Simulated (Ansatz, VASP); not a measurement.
## One calculation of Pt, two programs

File INCAR:

```
PREC = Accurate ; ENCUT = 520
EDIFF = 1E-6 ; ISMEAR = 0
SIGMA = 0.1 ; LREAL = F
LASPH = T ; NELM = 100
ALGO = Normal ; ISIF = 2
LWAVE = F ; LCHARG = F
GGA = PE ; NBANDS = 11
```

Contents of KPOINTS:

```
Automatic mesh
0
Gamma
  18 18 18
```

The input POSCAR:

```
Pt
1.0
    0.0000000000      1.9650045280      1.9650045280
    1.9650045280      0.0000000000      1.9650045280
    1.9650045280      1.9650045280      0.0000000000
Pt
1
Direct
    0.0000000000      0.0000000000      0.0000000000
```

Input for Ansatz:

```yaml
crystal:
  lattice:
    - [0.0, 1.965004528, 1.965004528]
    - [1.965004528, 0.0, 1.965004528]
    - [1.965004528, 1.965004528, 0.0]
  atoms:
    - { symbol: Pt, position: [0.0, 0.0, 0.0] }
basis:
  ecutwfc: 420
kpoints:
  mp_grid: { grid: [18, 18, 18] }
hamiltonian:
  xc: pbe
scf:
  occupations: { method: gaussian, width: 0.1 }
output:
  forces: true
  stress: true
  eigenvalues: true
```

Alike in both runs: task single point; functional PBE; k mesh 18 × 18 × 18; occupations gaussian, width 0.1 eV; no spin polarisation.

|  | VASP | Ansatz |
| --- | --- | --- |
| version | VASP 6.6.1 | Ansatz 0.2.0 |
| potentials or method | VASP PAW PBE potentials, release 64 (Pt), cutoff 520 eV | scalar-relativistic, plane waves, PAW |
| valence electrons in the cell | 10 | 18 |

|  | VASP | Ansatz | Ansatz less VASP |
| --- | --- | --- | --- |
| gap on the k mesh at the Fermi level (eV) | none | none | - |
| pressure (GPa) | 7.7 | 8.2 | +0.53 |

A gap of «none» marks a metal or a gap that the smearing closes. VASP's potentials hold 10 valence electrons a cell and Ansatz's 18, so a difference there can come from the potentials and not from the codes.

Spin-orbit coupling is off throughout.
